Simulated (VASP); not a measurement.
A run of VASP 6.6.1 is set up as follows.

The input INCAR:

```
SYSTEM = TePb
ALGO = Normal
EDIFF = 1E-7
ENCUT = 520
GGA = PS
ISIF = 2
ISMEAR = 0
LASPH = .True.
LCHARG = .False.
LREAL = .False.
LWAVE = .False.
NBANDS = 17
NELM = 60
PREC = Accurate
SIGMA = 0.05
```

File KPOINTS:

```
k-points
0
Gamma
  8 8 8
  0 0 0
```

File POSCAR:

```
TePb
1.0
    0.0000000000      3.2428390011      3.2428390011
    3.2428390011      0.0000000000      3.2428390011
    3.2428390011      3.2428390011      0.0000000000
Pb Te
1 1
Direct
    0.5000000000      0.5000000000      0.5000000000
    0.0000000000      0.0000000000      0.0000000000
```

Potentials or basis: VASP PAW PBE potentials, release 64 (Pb_d, Te).

The run is started by

```console
$ cat potpaw_PBE.64/Pb_d/POTCAR potpaw_PBE.64/Te/POTCAR > POTCAR
$ mpirun -np 1 vasp_std > vasp.out
```

Task: What does it give for the pressure?

Result: -0.9 GPa.

Task: What does it give for the band gap on the k mesh?

Result: 0.69 eV, direct.

Caveat: the PAW data sets were made with another functional, which shifts forces and pressure a little; spin-orbit coupling is left out, which moves the levels of the heavy elements. A k mesh can miss the band edges.
